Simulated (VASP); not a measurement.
# AgCl (Cmcm) in VASP: a series of runs, part 2 of 2

VASP 6.6.1.

### 4 Single point, PBE (equal xx and yy strain of +2 %)

INCAR reads:

```
SYSTEM = AgCl
ALGO = Normal
EDIFF = 1E-6
ENCUT = 520
GGA = PE
ISIF = 2
ISMEAR = -1
LASPH = .TRUE.
LCHARG = .FALSE.
LREAL = .FALSE.
LWAVE = .FALSE.
NBANDS = 26
NELM = 100
PREC = Accurate
SIGMA = 0.03
```

KPOINTS reads:

```
k-points
0
G
  9 9 8
  0 0 0
```

POSCAR reads:

```
AgCl
1.0
    1.9083278971     -5.6677271405      0.0000000000
    1.9083278971      5.6677271405      0.0000000000
    0.0000000000      0.0000000000      3.9240373500
Ag Cl
2 2
Direct
    0.3965554000      0.6034446000      0.7500000000
    0.6034446000      0.3965554000      0.2500000000
    0.8654487300      0.1345512700      0.2500000000
    0.1345512700      0.8654487300      0.7500000000
```

Potentials or basis: VASP PAW PBE potentials, release 64 (Ag, Cl).

Launch:

```sh
> cat potpaw_PBE.64/Ag/POTCAR potpaw_PBE.64/Cl/POTCAR > POTCAR
> mpirun -np 1 vasp_std > vasp.out
```

OUTCAR:

```text
SYSTEM = AgCl
   EDIFF = 1E-6
   ENCUT = 520
   GGA = PE
   ISIF = 2
   ISMEAR = -1
   LASPH = .TRUE.
   LREAL = .FALSE.
   NELM = 100
   PREC = Accurate

 ion  position               nearest neighbor table
   1  0.397  0.603  0.750-   3 2.76   3 2.76   3 2.76   3 2.76   4 2.97   2 3.06   2 3.06
   2  0.603  0.397  0.250-   4 2.76   4 2.76   4 2.76   4 2.76   3 2.97   1 3.06   1 3.06
   3  0.865  0.135  0.250-   1 2.76   1 2.76   1 2.76   1 2.76   2 2.97
   4  0.135  0.865  0.750-   2 2.76   2 2.76   2 2.76   2 2.76   1 2.97

  LATTYP: Found a base centered orthorhombic cell.
 ALAT       =     3.8166557942
 B/A-ratio  =     2.9699964818
 C/A-ratio  =     1.0281349856

  Lattice vectors:

 A1 = (   1.9083278971,  -5.6677271405,   0.0000000000)
 A2 = (   1.9083278971,   5.6677271405,   0.0000000000)
 A3 = (   0.0000000000,   0.0000000000,   3.9240373500)

Analysis of symmetry for initial positions (statically):
=====================================================================
 Subroutine PRICEL returns:
 Original cell was already a primitive cell.

 Routine SETGRP: Setting up the symmetry group for a
 base centered orthorhombic supercell.

 Subroutine GETGRP returns: Found  8 space group operations
[... 174 lines left out ...]
 cond. band min:       4.2284399967   @ k =   0.0000   0.0000   0.0000
 fundamental gap:      0.4850972396
 Fermi energy:         4.0247014655

 k-point     1 :       0.0000    0.0000    0.0000
  band No.  band energies     occupation
      1     -11.1670      2.00000
      2     -10.6311      2.00000
      3      -0.4781      2.00000
      4       0.5349      2.00000
      5       0.6624      2.00000
      6       0.7871      2.00000
[... 685 lines left out ...]
     25      14.0442      0.00000
     26      15.0658      0.00000

 [... further k-points ...]

------------------------ aborting loop because EDIFF is reached ----------------------------------------

  FORCE on cell =-STRESS in cart. coord.  units (eV):
  Direction    XX          YY          ZZ          XY          YZ          ZX
  --------------------------------------------------------------------------------------
  -------------------------------------------------------------------------------------
  Total       -0.3579487      0.1063198     -0.2259396      0.0000000      0.0000000      0.0000000
  in kB       -6.7562593      2.0067789     -4.2645963      0.0000000      0.0000000      0.0000000
  external PRESSURE =      -3.0046922 kB  Pullay stress =       0.0000000 kB

 VOLUME and BASIS-vectors are now :
 -----------------------------------------------------------------------------
  energy-cutoff  :      520.00
  volume of cell :       84.88
      direct lattice vectors                 reciprocal lattice vectors
     1.908327897 -5.667727141  0.000000000     0.262009480 -0.088218785  0.000000000
     1.908327897  5.667727141  0.000000000     0.262009480  0.088218785  0.000000000
     0.000000000  0.000000000  3.924037350     0.000000000  0.000000000  0.254839572

 POSITION                                       TOTAL-FORCE (eV/Angst)
 -----------------------------------------------------------------------------------
      1.90833      1.17259      2.94303         0.000000      0.037382     -0.000000
      1.90833     -1.17259      0.98101         0.000000     -0.037382      0.000000
      1.90833     -4.14253      0.98101         0.000000     -0.020109      0.000000
      1.90833      4.14253      2.94303         0.000000      0.020109      0.000000
 -----------------------------------------------------------------------------------
    total drift:                                0.000000     -0.000000      0.000000

  FREE ENERGIE OF THE ION-ELECTRON SYSTEM (eV)
  ---------------------------------------------------
  free  energy   TOTEN  =       -10.6618264848 eV

  energy  without entropy=      -10.6618244900  energy(sigma->0) =      -10.66182549
```

OSZICAR:

```text
N       E                     dE             d eps       ncg     rms          rms(c)
DAV:   1     0.235375230808E+03    0.23538E+03   -0.17707E+04  6500   0.129E+03
DAV:   2     0.174979835135E+01   -0.23363E+03   -0.22278E+03  7382   0.281E+02
DAV:   3    -0.110391922169E+02   -0.12789E+02   -0.12691E+02  7666   0.668E+01
DAV:   4    -0.111773798798E+02   -0.13819E+00   -0.13806E+00  7302   0.760E+00
DAV:   5    -0.111793443081E+02   -0.19644E-02   -0.19643E-02  7692   0.930E-01    0.791E+00
DAV:   6    -0.106689604538E+02    0.51038E+00   -0.90491E-01  7116   0.105E+01    0.560E+00
DAV:   7    -0.106675084425E+02    0.14520E-02   -0.39327E-01  6828   0.348E+00    0.277E+00
DAV:   8    -0.106621469380E+02    0.53615E-02   -0.20723E-02  7046   0.137E+00    0.624E-01
DAV:   9    -0.106616886020E+02    0.45834E-03   -0.43148E-03  7276   0.725E-01    0.800E-02
DAV:  10    -0.106617755668E+02   -0.86965E-04   -0.40974E-04  7188   0.135E-01    0.522E-02
DAV:  11    -0.106618302814E+02   -0.54715E-04   -0.63802E-05  6690   0.801E-02    0.308E-02
DAV:  12    -0.106618262462E+02    0.40352E-05   -0.10559E-05  7092   0.452E-02    0.424E-03
DAV:  13    -0.106618264848E+02   -0.23856E-06   -0.22492E-06  5380   0.815E-03
   1 F= -.10661826E+02 E0= -.10661825E+02  d E =-.199483E-05
```

Run time: 4.1 min. Hardware: 1 thread of Intel Xeon Platinum 8488C (Sapphire Rapids), shared host; peak memory 0.4 GiB.

Results:

```yaml
Free_energy: -10.6618 eV
Pressure: -0.3 GPa
Largest_force: 0.037 eV/Å
Band_gap_on_the_k_mesh: 0.49 eV (least direct gap 1.92 eV)
```

Forces on the atoms (eV/Å):
```
Ag   0.000  0.037  0.000
Ag   0.000 -0.037  0.000
Cl   0.000 -0.020  0.000
Cl   0.000  0.020  0.000
```

Stress tensor (GPa, compression positive):
```
-0.68  0.00  0.00
 0.00  0.20  0.00
 0.00  0.00 -0.43
```

Caveat: the cell differs from its parent crystal (equal xx and yy strain of +2 %); semilocal functionals underestimate gaps, and a narrow one can read as zero.

### 5 The runs side by side

| cell | gap on the mesh (eV) | pressure (GPa) | largest force (eV/Å) |
| --- | --- | --- | --- |
| a = 5.687, b = 5.687, c = 3.924 Å, angles 90.0, 90.0, 142.8°, 4 atoms | 0.50 | 5.2 | 0.03 |
| a = 5.804, b = 5.804, c = 3.924 Å, angles 90.0, 90.0, 142.8°, 4 atoms | 0.49 | 2.6 | 0.01 |
| a = 5.980, b = 5.980, c = 3.924 Å, angles 90.0, 90.0, 142.8°, 4 atoms | 0.49 | -0.3 | 0.04 |

Alike in all rows: task single point; level PBE; potentials or basis VASP PAW PBE potentials, release 64 (Ag, Cl); no spin polarisation; k mesh 9 × 9 × 8; cutoff (eV) 520; smearing fermi-dirac 0.03 eV.

Caveats: semilocal functionals underestimate gaps, and a narrow one can read as zero; the cell stands under pressure (at least some runs).

Total energies depend on the potentials used, so only differences within one code and one set of settings carry meaning.
